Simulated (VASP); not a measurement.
AgBr, 2 atoms in the cell. Symmetry: R-3m, No. 166, trigonal system. Conventional cell: a = 4.091 Å, b = 4.091 Å, c = 9.886 Å, α = 90.00°, β = 90.00°, γ = 120.00°. Ag (site symmetry -3m) has 6 Br at 2.88 Å within 3.8 Å. Within 3.8 Å of Br (site symmetry -3m) lie 6 Ag at 2.88 Å.  This cell differs from its parent crystal: strain along [111] -1.3%.

```yaml
Program: VASP 6.6.1
Task: single point
Functional: r2SCAN
Potentials_or_basis: VASP PAW PBE potentials, release 64 (Ag, Br)
Cutoff: 550 eV
k_mesh: 8 × 8 × 8
Occupations: gaussian, width 0.01 eV
Spin: no spin polarisation
Dipole_correction: no
Further_INCAR_settings: ALGO = Normal; EDIFF = 1e-06; NBANDS = 16
```

Potentials or basis: VASP PAW PBE potentials, release 64 (Ag, Br).

The run is started by

```bash
$ cat potpaw_PBE.64/Ag/POTCAR potpaw_PBE.64/Br/POTCAR > POTCAR
$ cp INCAR.step1 INCAR
$ mpirun -np 1 vasp_std > vasp.out
$ cp INCAR.step2 INCAR
$ mpirun -np 1 vasp_std > vasp.out
```

Hardware: 1 thread of Intel Xeon 8259CL, with other jobs on the host.

Q: Estimate the wall time of this run.

A: Wall time 3.5 min on 1 thread of Intel Xeon 8259CL (shared host), peak memory 0.22 GiB. Counts: k points 65.
